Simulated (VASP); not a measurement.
Input of a VASP 6.6.1 run:

The input INCAR:

```
PREC     = Accurate       # precision mode
ENCUT    = 520            # plane-wave cutoff, eV
EDIFF    = 1E-6           # SCF threshold, eV
ISMEAR   = 0              # smearing method
SIGMA    = 0.1            # smearing width, eV
LREAL    = False          # projectors in reciprocal space
LASPH    = True           # aspherical terms in the spheres
NELM     = 60             # most SCF steps
ALGO     = Fast           # electronic algorithm
ISIF     = 2              # what is computed and relaxed
LWAVE    = False          # write WAVECAR
LCHARG   = False          # write CHGCAR
GGA      = PE             # functional
NBANDS   = 21             # bands
```

File KPOINTS:

```
Automatic mesh
0
Gamma
  10 10 10
```

Contents of POSCAR:

```
K2Hf
1.0
    0.0000000000      4.4457966560      4.4457966560
    4.4457966560      0.0000000000      4.4457966560
    4.4457966560      4.4457966560      0.0000000000
K Hf
2 1
Direct
    0.2500000000      0.2500000000      0.2500000000
    0.7500000000      0.7500000000      0.7500000000
    0.0000000000      0.0000000000      0.0000000000
```

Potentials or basis: VASP PAW PBE potentials, release 64 (K_sv, Hf_pv).

The run is started by

```console
$ cat potpaw_PBE.64/K_sv/POTCAR potpaw_PBE.64/Hf_pv/POTCAR > POTCAR
$ mpirun -np 1 vasp_std > vasp.out
```

Task: What does it give for the band gap on the k mesh?

Result: Zero (bands 14 and 15 overlap by 0.34 eV).

Task: Predict the pressure.

Result: 0.0 GPa.

Caveat: spin-orbit coupling is left out, which moves the levels of the heavy elements.
